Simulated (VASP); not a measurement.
# Rb (P6_3/mmc) in VASP: further runs, part 2 of 2

VASP 6.6.1. The steps go on from the part before.

## (3) Single point, LDA (volume scaled by 0.88)

INCAR reads:

```
PREC = Accurate ; ENCUT = 520
EDIFF = 1E-7 ; ISMEAR = -1
SIGMA = 0.1 ; LREAL = False
LASPH = True ; NELM = 80
ALGO = Normal ; ISIF = 2
LWAVE = False ; LCHARG = False
NBANDS = 16
```

KPOINTS reads:

```
regular mesh
0
Gamma
  9 9 5
```

POSCAR reads:

```
Rb
1.0
    4.5829294289      0.0000000000      0.0000000000
   -2.2914647145      3.9689333092      0.0000000000
    0.0000000000      0.0000000000      7.5570142322
Rb
2
Direct
    0.3333333333      0.6666666667      0.2500000000
    0.6666666667      0.3333333333      0.7500000000
```

Potentials or basis: VASP PAW LDA potentials, release 64 (Rb_sv).

Started as:

```console
> cat potpaw_LDA.64/Rb_sv/POTCAR > POTCAR
> mpirun -np 1 vasp_std > vasp.out
```

OUTCAR:

```text
PREC = Accurate
   ENCUT = 520
   EDIFF = 1E-7
   ISMEAR = -1
   LREAL = False
   LASPH = True
   NELM = 80
   ISIF = 2

 ion  position               nearest neighbor table
   1  0.333  0.667  0.250-   2 4.61   2 4.61   2 4.61   2 4.61   2 4.61   2 4.61
   2  0.667  0.333  0.750-   1 4.61   1 4.61   1 4.61   1 4.61   1 4.61   1 4.61

  LATTYP: Found a hexagonal cell.
 ALAT       =     4.5829294289
 C/A-ratio  =     1.6489484181

  Lattice vectors:

 A1 = (   4.5829294289,   0.0000000000,   0.0000000000)
 A2 = (  -2.2914647145,   3.9689333092,   0.0000000000)
 A3 = (   0.0000000000,   0.0000000000,   7.5570142322)

Analysis of symmetry for initial positions (statically):
=====================================================================
 Subroutine PRICEL returns:
 Original cell was already a primitive cell.

 Routine SETGRP: Setting up the symmetry group for a
 hexagonal supercell.

 Subroutine GETGRP returns: Found 24 space group operations
 (whereof 12 operations were pure point group operations)
 out of a pool of 24 trial point group operations.

The static configuration has the point symmetry D_3d.
 The point group associated with its full space group is D_6h.

Analysis of symmetry for dynamics (positions and initial velocities):
=====================================================================
 Subroutine PRICEL returns:
 Original cell was already a primitive cell.

 Routine SETGRP: Setting up the symmetry group for a
 hexagonal supercell.

 Subroutine GETGRP returns: Found 24 space group operations
 (whereof 12 operations were pure point group operations)
 out of a pool of 24 trial point group operations.

The dynamic configuration has the point symmetry D_3d.
 The point group associated with its full space group is D_6h.

 Subroutine INISYM returns: Found 24 space group operations
 (whereof 12 operations are pure point group operations),
 and found     1 'primitive' translations

----------------------------------------------------------------------------------------

                                     Primitive cell

  volume of cell :     137.4571

  direct lattice vectors                    reciprocal lattice vectors
     4.582929429  0.000000000  0.000000000     0.218201047  0.125978433  0.000000000
    -2.291464714  3.968933309  0.000000000     0.000000000  0.251956867  0.000000000
     0.000000000  0.000000000  7.557014232     0.000000000  0.000000000  0.132327394

  length of vectors
     4.582929429  4.582929429  7.557014232     0.251956867  0.251956867  0.132327394

  position of ions in fractional coordinates (direct lattice)
     0.333333333  0.666666667  0.250000000
     0.666666667  0.333333333  0.750000000

  ion indices of the primitive-cell ions
   primitive index   ion index
                 1           1
                 2           2

----------------------------------------------------------------------------------------

 KPOINTS: regular mesh

Automatic generation of k-mesh.
 Grid dimensions read from file:
 generate k-points for:    9    9    5

 Generating k-lattice:

  Cartesian coordinates                     Fractional coordinates (reciprocal lattice)
     0.024244561  0.013997604  0.000000000     0.111111111  0.000000000  0.000000000
     0.000000000  0.027995207  0.000000000     0.000000000  0.111111111  0.000000000
     0.000000000  0.000000000  0.026465479     0.000000000  0.000000000  0.200000000

  Length of vectors
     0.027995207  0.027995207  0.026465479

  Shift w.r.t. Gamma in fractional coordinates (k-lattice)
     0.000000000  0.000000000  0.000000000

 Subroutine IBZKPT returns following result:
 ===========================================

 Found     36 irreducible k-points:

 Following reciprocal coordinates:
            Coordinates               Weight
  0.000000  0.000000  0.000000      1.000000
  0.111111 -0.000000  0.000000      6.000000
  0.222222 -0.000000  0.000000      6.000000
  0.333333 -0.000000  0.000000      6.000000
  0.444444 -0.000000  0.000000      6.000000
  0.111111  0.111111  0.000000      6.000000
[... 16 lines left out ...]
  0.333333  0.222222  0.200000     24.000000
  0.333333  0.333333  0.200000      4.000000
 [... further k-points ...]
   k-points           NKPTS =     36   k-points in BZ     NKDIM =     36   number of bands    NBANDS=     16
   number of dos      NEDOS =    301   number of ions     NIONS =      2
   total plane-waves  NPLWV =  72576
   dimension x,y,z NGX =    36 NGY =   36 NGZ =   56
   dimension x,y,z NGXF=    72 NGYF=   72 NGZF=  112
   ions per type =               2
   NGX,Y,Z   is equivalent  to a cutoff of  13.06, 13.06, 12.32 a.u.
   NGXF,Y,Z  is equivalent  to a cutoff of  26.12, 26.12, 24.64 a.u.
 SYSTEM =  unknown system
   PREC   = accura    normal or accurate (medium, high low for compatibility)
   ISTART =      0    job   : 0-new  1-cont  2-samecut
   ICHARG =      2    charge: 1-file 2-atom 10-const
   ISPIN  =      1    spin polarized calculation?
   LNONCOLLINEAR =      F non collinear calculations
   LSORBIT =      F    spin-orbit coupling
   LASPH  =      T    aspherical Exc in radial PAW
   ENCUT  =  520.0 eV  38.22 Ry    6.18 a.u.   8.52  8.52 14.05*2*pi/ulx,y,z
   NELM   =     80;   NELMIN=  2; NELMDL= -5     # of ELM steps
   EDIFF  = 0.1E-06   stopping-criterion for ELM
   LREAL  =      F    real-space projection
   EDIFFG = 0.1E-05   stopping-criterion for IOM
   NSW    =      0    number of steps for IOM
   IBRION =     -1    ionic relax: 0-MD 1-quasi-New 2-CG
   NFREE  =      0    steps in history (QN), initial steepest desc. (CG)
   ISIF   =      2    stress and relaxation
   ISYM   =      2    0-nonsym 1-usesym 2-fastsym
   POTIM  = 0.5000    time-step for ionic-motion
   TEBEG  =    0.0;   TEEND  =   0.0 temperature during run
   PSTRESS=    0.0 pullay stress
   NELECT =      18.0000    total number of electrons
   NUPDOWN=      -1.0000    fix difference up-down
   EMIN   =  10.00;   EMAX   =-10.00  energy-range for DOS
   EFERMI =   0.00;   METHOD = LEGACY
   ISMEAR =    -1;   SIGMA  =   0.10  broadening in eV -4-tet -1-fermi 0-gaus
   EFERMI_NEDOS =   21; number of points for ismear=-14 and -15
   IALGO  =     38    algorithm
   IMIX   =      4    mixing-type and parameters
     AMIX     =   0.40;   BMIX     =  1.00
     AMIX_MAG =   1.60;   BMIX_MAG =  1.00
  volume/ion in A,a.u.               =      68.73       463.80
  Fermi-wavevector in a.u.,A,eV,Ry     =   0.831336  1.570997  9.403253  0.691120
  Thomas-Fermi vector in A             =   1.944206
   LORBIT       =      0    0 simple, 1 ext, 2 COOP (PROOUT), +10 PAW based schemes
   GGA     = CA    functional components
   LHFCALC =     F    Hartree Fock is set to
   AEXX    =    0.0000 exact exchange contribution
   IVDW    =     0    specifies the selected vdW correction
   LEPSILON=     F    determine dielectric tensor
   LRPA    =     F    only Hartree local field effects (RPA)
 non-spin polarized calculation
  energy-cutoff  :      520.00
  volume of cell :      137.46
 maximum number of plane-waves:      3742
 NGX is ok and might be reduce to    36
   NGX = 17   NGY = 17   NGZ = 29

 number of electron      18.0000000 magnetization

 Free energy of the ion-electron system (eV)
  ---------------------------------------------------
  ext. energy  EPLUGINS =         0.00000000
  ---------------------------------------------------
  free energy    TOTEN  =        -2.12436713 eV

  energy without entropy =       -2.07196322  energy(sigma->0) =       -2.09816517

 E-fermi :   0.4973     XC(G=0):  -6.4421

 val. band max:        0.4743982731   @ k =   0.0000   0.0000   0.0000
 cond. band min:       0.5185431896   @ k =   0.4444  -0.0000   0.4000
 fundamental gap:      0.0441449166
 Fermi energy:         0.4973037598

 k-point     1 :       0.0000    0.0000    0.0000
  band No.  band energies     occupation
      1     -28.1860      2.00000
      2     -28.1717      2.00000
      3     -12.4850      2.00000
      4     -12.2679      2.00000
      5     -12.2679      2.00000
      6     -12.2397      2.00000
[... 8 lines left out ...]
     15       4.5935      0.00000
     16       4.5935      0.00000
[... 419 lines left out ...]
 k-point    24 :       0.3333    0.3333    0.2000
  band No.  band energies     occupation
      1     -28.1672      2.00000
      2     -28.1672      2.00000
      3     -12.4177      2.00000
      4     -12.4103      2.00000
      5     -12.4103      2.00000
      6     -12.3590      2.00000
[... 8 lines left out ...]
     15       3.7267      0.00000
     16       5.1375      0.00000

 [... further k-points ...]
[... 5 lines left out ...]
  --------------------------------------------------------------------------------------
  -------------------------------------------------------------------------------------
  Total        0.4770963      0.4770963      0.4683048     -0.0000000     -0.0000000      0.0000000
  in kB        5.5609556      5.5609556      5.4584834     -0.0000000     -0.0000000      0.0000000
  external PRESSURE =       5.5267982 kB  Pullay stress =       0.0000000 kB

 VOLUME and BASIS-vectors are now :
 -----------------------------------------------------------------------------
  energy-cutoff  :      520.00
  volume of cell :      137.46
      direct lattice vectors                 reciprocal lattice vectors
     4.582929429  0.000000000  0.000000000     0.218201047  0.125978433  0.000000000
    -2.291464714  3.968933309  0.000000000     0.000000000  0.251956867  0.000000000
     0.000000000  0.000000000  7.557014232     0.000000000  0.000000000  0.132327394

 POSITION                                       TOTAL-FORCE (eV/Angst)
 -----------------------------------------------------------------------------------
     -0.00000      2.64596      1.88925         0.000000      0.000000      0.000000
      2.29146      1.32298      5.66776        -0.000000      0.000000     -0.000000
 -----------------------------------------------------------------------------------
    total drift:                               -0.000000      0.000000     -0.000000

  FREE ENERGIE OF THE ION-ELECTRON SYSTEM (eV)
  ---------------------------------------------------
  free  energy   TOTEN  =        -2.1243671275 eV

  energy  without entropy=       -2.0719632150  energy(sigma->0) =       -2.09816517
```

stdout:

```text
POSCAR found type information on POSCAR Rb
 POSCAR found :  1 types and       2 ions
 scaLAPACK will be used
 LDA part: xc-table for (Slater(with rela. corr.)+CA(PZ))
 , standard interpolation
 POSCAR, INCAR and KPOINTS ok, starting setup
 FFT: planning ... GRIDC
 FFT: planning ... GRID_SOFT
 FFT: planning ... GRID
 WAVECAR not read
 entering main loop
```

It took 78 s on 1 thread of AMD EPYC 7R43 (Zen 3), shared host; peak memory 0.18 GiB.

Results:

```
Free energy            : -2.1244 eV
Pressure               : 0.6 GPa
Band gap on the k mesh : zero (band 9 reaches 1.52 eV, above the bottom of band 10 at -0.71 eV)
```
